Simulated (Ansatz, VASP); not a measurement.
**Rb5AlO4: VASP beside Ansatz**

```
Rb Al O
1.0
     6.93732    0.00000    0.00000
     0.00000    6.93732    0.00000
     0.00000    0.00000    6.93732
Rb Al O
5 1 4
Direct
  0.27161 0.27161 0.27161
  0.72839 0.72839 0.27161
  0.72839 0.27161 0.72839
  0.27161 0.72839 0.72839
  0.00000 0.00000 0.00000
  0.50000 0.50000 0.50000
  0.65054 0.65054 0.65054
  0.34946 0.34946 0.65054
  0.34946 0.65054 0.34946
  0.65054 0.34946 0.34946
```

Alike in both runs: functional PBE; k mesh 4 × 4 × 4; occupations gaussian, width 0.1 eV; no spin polarisation.

Ansatz relaxed the structure, and its values are those at the end. VASP's run is a single point on that final structure, the one shown.

|  | VASP | Ansatz |
| --- | --- | --- |
| version | VASP 6.6.1 | Ansatz 0.2.0 |
| potentials or method | VASP PAW PBE potentials, release 64 (Rb_sv, Al, O), cutoff 520 eV | scalar-relativistic, plane waves, PAW |
| valence electrons in the cell | 72 | 72 |

|  | VASP | Ansatz | Ansatz less VASP |
| --- | --- | --- | --- |
| gap on the k mesh at the Fermi level (eV) | 0.54 | 0.54 | +0.002 |
| least direct gap on the mesh (eV) | 0.54 | 0.54 | +0.002 |
| pressure (GPa) | 0.1 | 0.0 | -0.07 |
| rms of the force components (eV/Å) | 0.017 | 0.001 | -0.0160 |
